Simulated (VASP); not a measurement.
A run of VASP 6.6.1 is set up as follows.

File INCAR:

```
SYSTEM = Ru
ALGO = Normal
EDIFF = 1E-7
ENCUT = 520
GGA = PE
ISIF = 2
ISMEAR = -1
LASPH = .TRUE.
LCHARG = .FALSE.
LREAL = .FALSE.
LWAVE = .FALSE.
NBANDS = 21
NELM = 80
PREC = Accurate
SIGMA = 0.05
```

The input KPOINTS:

```
k-points
0
G
  16 16 9
  0 0 0
```

POSCAR

```
Ru
1.0
    2.7226196171      0.0000000000      0.0000000000
   -1.3613098085      2.3578577533      0.0000000000
    0.0000000000      0.0000000000      4.2884975680
Ru
2
Direct
    0.3333333333      0.6666666667      0.2500000000
    0.6666666667      0.3333333333      0.7500000000
```

Potentials or basis: VASP PAW PBE potentials, release 64 (Ru_pv).

The run is started by

```sh
$ cat potpaw_PBE.64/Ru_pv/POTCAR > POTCAR
$ mpirun -np 1 vasp_std > vasp.out
```

Question: Estimate the band gap on the k mesh.

Answer: Zero (band 14 reaches 14.13 eV, above the bottom of band 15 at 11.05 eV).

Question: Predict the pressure.

Answer: -0.1 GPa.
